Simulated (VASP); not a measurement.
# Ag: single point with LDA

Ag:

```
Ag
1.0
     0.00000    2.04310    2.02267
     2.04310    0.00000    2.02267
     2.04310    2.04310    0.00000
Ag
1
Cartesian
  0.0000 0.0000 0.0000
```

This cell differs from its parent crystal: zz strain of -1 %.

| Quantity | Value |
| --- | --- |
| Program | VASP 6.6.1 |
| Task | single point |
| Functional | LDA |
| Potentials or basis | VASP PAW LDA potentials, release 64 (Ag) |
| Cutoff | 520 eV |
| k mesh | 15 × 15 × 15 |
| Occupations | fermi-dirac, width 0.05 eV |
| Spin | no spin polarisation |

```
Pressure : -6.3 GPa
```

Levels at points of the mesh, in eV from the Fermi level:
| k point | band 4 | band 5 | band 6 | band 7 | band 8 | band 9 |
| --- | --- | --- | --- | --- | --- | --- |
| (0.00, 0.00, 0.00) | -4.91 | -3.91 | -3.84 | 15.91 | 19.42 | 19.42 |

Run time: 30 s on 1 thread of AMD EPYC 9R14 (Zen 4), on a shared host, peak memory 0.14 GiB.

Caveat: the cell differs from its parent crystal (zz strain of -1 %).
